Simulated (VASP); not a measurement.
# BP (klda) (F-43m) in VASP: notebook

The runs below take BP (klda) through single point, with LDA.

All numbers are computed with VASP 6.6.1; they aren't measurements. Logs are shortened: lines on timing, memory, paths and dates and some standing lists are left out, and cuts for length are marked.

## Step 1: The cell of the first run

Symmetry: F-43m, No. 216, cubic system. Conventional cell: a = 4.532 Å, b = 4.532 Å, c = 4.532 Å, α = 90.00°, β = 90.00°, γ = 90.00°. B (site symmetry -43m) has 4 P at 1.96 Å within 2.6 Å. P (site symmetry -43m) has 4 B at 1.96 Å within 2.6 Å.

## Step 2: Single point, LDA

File INCAR:

```
ALGO     = Normal         # electronic algorithm
EDIFF    = 1E-6           # SCF threshold, eV
ENCUT    = 520            # plane-wave cutoff, eV
GGA      = CA             # functional
ISIF     = 2              # what is computed and relaxed
ISMEAR   = 0              # smearing method
LASPH    = True           # aspherical terms in the spheres
LCHARG   = False          # write CHGCAR
LREAL    = False          # projectors in reciprocal space
LWAVE    = False          # write WAVECAR
NBANDS   = 11             # bands
NELM     = 60             # most SCF steps
PREC     = Accurate       # precision mode
SIGMA    = 0.1            # smearing width, eV
```

File KPOINTS:

```
k-points
0
Gamma
  8 8 8
```

File POSCAR:

```
BP
1.0
    0.0000000000      2.2660723800      2.2660723800
    2.2660723800      0.0000000000      2.2660723800
    2.2660723800      2.2660723800      0.0000000000
B P
1 1
Direct
    0.0000000000      0.0000000000      0.0000000000
    0.7500000000      0.7500000000      0.7500000000
```

Potentials or basis: VASP PAW LDA potentials, release 64 (B, P).

The run is started by

```
> cat potpaw_LDA.64/B/POTCAR potpaw_LDA.64/P/POTCAR > POTCAR
> mpirun -np 1 vasp_std > vasp.out
```

OUTCAR:

```text
EDIFF = 1E-6
   ENCUT = 520
   GGA = CA
   ISIF = 2
   ISMEAR = 0
   LASPH = True
   LREAL = False
   NELM = 60
   PREC = Accurate

 ion  position               nearest neighbor table
   1  0.000  0.000  0.000-   2 1.96   2 1.96   2 1.96   2 1.96
   2  0.750  0.750  0.750-   1 1.96   1 1.96   1 1.96   1 1.96

  LATTYP: Found a face centered cubic cell.
 ALAT       =     4.5321447600

  Lattice vectors:

 A1 = (   0.0000000000,   2.2660723800,   2.2660723800)
 A2 = (   2.2660723800,   0.0000000000,   2.2660723800)
 A3 = (   2.2660723800,   2.2660723800,   0.0000000000)

Analysis of symmetry for initial positions (statically):
=====================================================================
 Subroutine PRICEL returns:
 Original cell was already a primitive cell.

 Routine SETGRP: Setting up the symmetry group for a
 face centered cubic supercell.

 Subroutine GETGRP returns: Found 24 space group operations
 (whereof 24 operations were pure point group operations)
 out of a pool of 48 trial point group operations.

The static configuration has the point symmetry T_d .

Analysis of symmetry for dynamics (positions and initial velocities):
=====================================================================
 Subroutine PRICEL returns:
 Original cell was already a primitive cell.

 Routine SETGRP: Setting up the symmetry group for a
 face centered cubic supercell.

 Subroutine GETGRP returns: Found 24 space group operations
 (whereof 24 operations were pure point group operations)
 out of a pool of 48 trial point group operations.

The dynamic configuration has the point symmetry T_d .

 Subroutine INISYM returns: Found 24 space group operations
 (whereof 24 operations are pure point group operations),
 and found     1 'primitive' translations

----------------------------------------------------------------------------------------

                                     Primitive cell

  volume of cell :      23.2729

  direct lattice vectors                    reciprocal lattice vectors
     0.000000000  2.266072380  2.266072380    -0.220646085  0.220646085  0.220646085
     2.266072380  0.000000000  2.266072380     0.220646085 -0.220646085  0.220646085
     2.266072380  2.266072380  0.000000000     0.220646085  0.220646085 -0.220646085

  length of vectors
     3.204710293  3.204710293  3.204710293     0.382170230  0.382170230  0.382170230

  position of ions in fractional coordinates (direct lattice)
     0.000000000  0.000000000  0.000000000
     0.750000000  0.750000000  0.750000000

  ion indices of the primitive-cell ions
   primitive index   ion index
                 1           1
                 2           2

----------------------------------------------------------------------------------------

 KPOINTS: k-points

Automatic generation of k-mesh.
 Grid dimensions read from file:
 generate k-points for:    8    8    8

 Generating k-lattice:

  Cartesian coordinates                     Fractional coordinates (reciprocal lattice)
    -0.027580761  0.027580761  0.027580761     0.125000000  0.000000000  0.000000000
     0.027580761 -0.027580761  0.027580761     0.000000000  0.125000000  0.000000000
     0.027580761  0.027580761 -0.027580761     0.000000000  0.000000000  0.125000000

  Length of vectors
     0.047771279  0.047771279  0.047771279

  Shift w.r.t. Gamma in fractional coordinates (k-lattice)
     0.000000000  0.000000000  0.000000000

 Subroutine IBZKPT returns following result:
 ===========================================

 Found     29 irreducible k-points:

 Following reciprocal coordinates:
            Coordinates               Weight
  0.000000  0.000000  0.000000      1.000000
  0.125000  0.000000  0.000000      8.000000
  0.250000  0.000000  0.000000      8.000000
  0.375000  0.000000  0.000000      8.000000
  0.500000  0.000000  0.000000      4.000000
  0.125000  0.125000  0.000000      6.000000
[... 16 lines left out ...]
  0.500000  0.250000  0.125000     48.000000
 -0.375000  0.250000  0.125000     24.000000
 [... further k-points ...]
   k-points           NKPTS =     29   k-points in BZ     NKDIM =     29   number of bands    NBANDS=     11
   number of dos      NEDOS =    301   number of ions     NIONS =      2
   total plane-waves  NPLWV =  13824
   dimension x,y,z NGX =    24 NGY =   24 NGZ =   24
   dimension x,y,z NGXF=    48 NGYF=   48 NGZF=   48
   ions per type =               1   1
   NGX,Y,Z   is equivalent  to a cutoff of  12.45, 12.45, 12.45 a.u.
   NGXF,Y,Z  is equivalent  to a cutoff of  24.90, 24.90, 24.90 a.u.
 SYSTEM =  unknown system
   PREC   = accura    normal or accurate (medium, high low for compatibility)
   ISTART =      0    job   : 0-new  1-cont  2-samecut
   ICHARG =      2    charge: 1-file 2-atom 10-const
   ISPIN  =      1    spin polarized calculation?
   LNONCOLLINEAR =      F non collinear calculations
   LSORBIT =      F    spin-orbit coupling
   LASPH  =      T    aspherical Exc in radial PAW
   ENCUT  =  520.0 eV  38.22 Ry    6.18 a.u.   5.96  5.96  5.96*2*pi/ulx,y,z
   NELM   =     60;   NELMIN=  2; NELMDL= -5     # of ELM steps
   EDIFF  = 0.1E-05   stopping-criterion for ELM
   LREAL  =      F    real-space projection
   EDIFFG = 0.1E-04   stopping-criterion for IOM
   NSW    =      0    number of steps for IOM
   IBRION =     -1    ionic relax: 0-MD 1-quasi-New 2-CG
   NFREE  =      0    steps in history (QN), initial steepest desc. (CG)
   ISIF   =      2    stress and relaxation
   ISYM   =      2    0-nonsym 1-usesym 2-fastsym
   POTIM  = 0.5000    time-step for ionic-motion
   TEBEG  =    0.0;   TEEND  =   0.0 temperature during run
   PSTRESS=    0.0 pullay stress
   NELECT =       8.0000    total number of electrons
   NUPDOWN=      -1.0000    fix difference up-down
   EMIN   =  10.00;   EMAX   =-10.00  energy-range for DOS
   EFERMI =   0.00;   METHOD = LEGACY
   ISMEAR =     0;   SIGMA  =   0.10  broadening in eV -4-tet -1-fermi 0-gaus
   EFERMI_NEDOS =   21; number of points for ismear=-14 and -15
   IALGO  =     38    algorithm
   IMIX   =      4    mixing-type and parameters
     AMIX     =   0.40;   BMIX     =  1.00
     AMIX_MAG =   1.60;   BMIX_MAG =  1.00
  volume/ion in A,a.u.               =      11.64        78.53
  Fermi-wavevector in a.u.,A,eV,Ry     =   1.146800  2.167138 17.893708  1.315150
  Thomas-Fermi vector in A             =   2.283483
   LORBIT       =      0    0 simple, 1 ext, 2 COOP (PROOUT), +10 PAW based schemes
   GGA     = CA    functional components
   LHFCALC =     F    Hartree Fock is set to
   AEXX    =    0.0000 exact exchange contribution
   IVDW    =     0    specifies the selected vdW correction
   LEPSILON=     F    determine dielectric tensor
   LRPA    =     F    only Hartree local field effects (RPA)
 non-spin polarized calculation
 Gauss-broadening in eV      SIGMA  =   0.10
  energy-cutoff  :      520.00
  volume of cell :       23.27
 maximum number of plane-waves:       638
   NGX = 11   NGY = 11   NGZ = 11

 number of electron       8.0000000 magnetization

 Free energy of the ion-electron system (eV)
  ---------------------------------------------------
  ext. energy  EPLUGINS =         0.00000000
  ---------------------------------------------------
  free energy    TOTEN  =       -14.38800566 eV

  energy without entropy =      -14.38800566  energy(sigma->0) =      -14.38800566

 E-fermi :   7.8757     XC(G=0): -11.1037

 val. band max:        7.4531969930   @ k =   0.0000   0.0000   0.0000
 cond. band min:       8.6661084200   @ k =   0.3750   0.3750   0.0000
 fundamental gap:      1.2129114270
 Fermi energy:         7.8756788798

 k-point     1 :       0.0000    0.0000    0.0000
  band No.  band energies     occupation
      1      -7.9715      2.00000
      2       7.4532      2.00000
      3       7.4532      2.00000
      4       7.4532      2.00000
      5      10.8372      0.00000
      6      10.8372      0.00000
      7      10.8372      0.00000
      8      14.8810      0.00000
      9      18.7361      0.00000
     10      19.6454      0.00000
     11      19.6454      0.00000

 k-point     2 :       0.1250    0.0000    0.0000
  band No.  band energies     occupation
      1      -7.6899      2.00000
      2       5.6078      2.00000
      3       7.0253      2.00000
      4       7.0253      2.00000
      5      11.3669      0.00000
      6      11.4280      0.00000
      7      11.4280      0.00000
      8      15.6370      0.00000
      9      18.6924      0.00000
     10      18.6924      0.00000
     11      19.5672      0.00000

 k-point     3 :       0.2500    0.0000    0.0000
  band No.  band energies     occupation
      1      -6.8632      2.00000
      2       2.6200      2.00000
      3       6.3380      2.00000
      4       6.3380      2.00000
      5      11.4531      0.00000
      6      12.1931      0.00000
      7      12.1931      0.00000
      8      16.9767      0.00000
      9      18.4122      0.00000
     10      18.4122      0.00000
     11      20.3123      0.00000

 k-point     4 :       0.3750    0.0000    0.0000
  band No.  band energies     occupation
      1      -5.5950      2.00000
      2      -0.1095      2.00000
      3       5.8627      2.00000
      4       5.8627      2.00000
      5      11.3191      0.00000
      6      12.2435      0.00000
      7      12.2435      0.00000
      8      17.4400      0.00000
      9      20.0622      0.00000
     10      20.0622      0.00000
     11      21.0982      0.00000
[... 239 lines left out ...]
 k-point    22 :       0.3750    0.2500    0.1250
  band No.  band energies     occupation
      1      -6.1384      2.00000
      2       2.5590      2.00000
      3       3.6478      2.00000
      4       5.4793      2.00000
      5      10.8672      0.00000
      6      13.4040      0.00000
      7      13.6343      0.00000
      8      14.9392      0.00000
      9      19.0259      0.00000
     10      21.2576      0.00000
     11      22.9229      0.00000

 k-point    23 :       0.5000    0.2500    0.1250
  band No.  band energies     occupation
      1      -4.9023      2.00000
      2       0.3810      2.00000
      3       3.0087      2.00000
      4       4.7011      2.00000
      5      11.4971      0.00000
      6      12.8960      0.00000
      7      14.7312      0.00000
      8      15.7525      0.00000
      9      19.7705      0.00000
     10      20.8006      0.00000
     11      24.3890      0.00000

 k-point    24 :      -0.3750    0.2500    0.1250
  band No.  band energies     occupation
      1      -3.9695      2.00000
      2      -0.9799      2.00000
      3       2.9360      2.00000
      4       4.3270      2.00000
      5      11.5694      0.00000
      6      12.6388      0.00000
      7      15.7327      0.00000
      8      17.1571      0.00000
      9      17.8299      0.00000
     10      21.8194      0.00000
     11      24.1515      0.00000

 [... further k-points ...]
[... 5 lines left out ...]
  --------------------------------------------------------------------------------------
  -------------------------------------------------------------------------------------
  Total       -0.6830159     -0.6830159     -0.6830159     -0.0000000      0.0000000     -0.0000000
  in kB      -47.0208081    -47.0208081    -47.0208081     -0.0000000      0.0000000     -0.0000000
  external PRESSURE =     -47.0208081 kB  Pullay stress =       0.0000000 kB

 VOLUME and BASIS-vectors are now :
 -----------------------------------------------------------------------------
  energy-cutoff  :      520.00
  volume of cell :       23.27
      direct lattice vectors                 reciprocal lattice vectors
     0.000000000  2.266072380  2.266072380    -0.220646085  0.220646085  0.220646085
     2.266072380  0.000000000  2.266072380     0.220646085 -0.220646085  0.220646085
     2.266072380  2.266072380  0.000000000     0.220646085  0.220646085 -0.220646085

 POSITION                                       TOTAL-FORCE (eV/Angst)
 -----------------------------------------------------------------------------------
      0.00000      0.00000      0.00000         0.000000      0.000000      0.000000
      3.39911      3.39911      3.39911        -0.000000     -0.000000     -0.000000
 -----------------------------------------------------------------------------------
    total drift:                               -0.000000     -0.000000     -0.000000

  FREE ENERGIE OF THE ION-ELECTRON SYSTEM (eV)
  ---------------------------------------------------
  free  energy   TOTEN  =       -14.3880056646 eV

  energy  without entropy=      -14.3880056646  energy(sigma->0) =      -14.38800566
```

Run time: 5.8 s. Hardware: 1 thread of Intel Xeon 8259CL, shared host; peak memory 0.12 GiB.

What came out:

| Item | Value |
| --- | --- |
| Free energy | -14.3880 eV |
| Pressure | -4.7 GPa |
| Band gap on the k mesh | 1.21 eV, indirect (least direct gap 3.38 eV) |

## Step 3: Single point, LDA

This run uses another cell than the first one, of 11.32 Å³/atom, 0.973 times its volume.

File INCAR:

```
SYSTEM = BP
  PREC = Accurate
  ENCUT = 520
  EDIFF = 1E-6
  ISMEAR = 0
  SIGMA = 0.02
  LREAL = .FALSE.
  LASPH = .TRUE.
  NELM = 100
  ALGO = Normal
  ISIF = 2
  LWAVE = .FALSE.
  LCHARG = .FALSE.
  NBANDS = 11
```

File KPOINTS:

```
regular mesh
0
G
  10 10 10
  0 0 0
```

File POSCAR:

```
BP
1.0
    0.0000000000      2.2453028828      2.2453028828
    2.2453028828      0.0000000000      2.2453028828
    2.2453028828      2.2453028828      0.0000000000
B P
1 1
Direct
    0.0000000000      0.0000000000      0.0000000000
    0.7500000000      0.7500000000      0.7500000000
```

Potentials or basis: VASP PAW LDA potentials, release 64 (B, P).

The run is started by

```
> cat potpaw_LDA.64/B/POTCAR potpaw_LDA.64/P/POTCAR > POTCAR
> mpirun -np 1 vasp_std > vasp.out
```

It took 7.4 s on 1 thread of Intel Xeon 8259CL, shared host; peak memory 0.13 GiB.

Results (log left out):

```
Free energy            : -14.3994 eV
Pressure               : -0.1 GPa
Band gap on the k mesh : 1.15 eV, indirect (least direct gap 3.43 eV)
```

Levels at points of the mesh, in eV from the valence-band top:
| k point | band 1 | band 2 | band 3 | band 4 | band 5 | band 6 | band 7 | band 8 | band 9 |
| --- | --- | --- | --- | --- | --- | --- | --- | --- | --- |
| (0.00, 0.00, 0.00) | -15.67 | 0.00 | 0.00 | 0.00 | 3.43 | 3.43 | 3.43 | 7.85 | 11.48 |
| (0.50, 0.00, 0.00) | -12.22 | -9.24 | -1.79 | -1.79 | 3.97 | 4.70 | 4.70 | 10.03 | 14.78 |
| (0.50, 0.50, 0.00) | -10.67 | -8.65 | -4.22 | -4.22 | 1.24 | 1.53 | 12.29 | 12.29 | 15.36 |
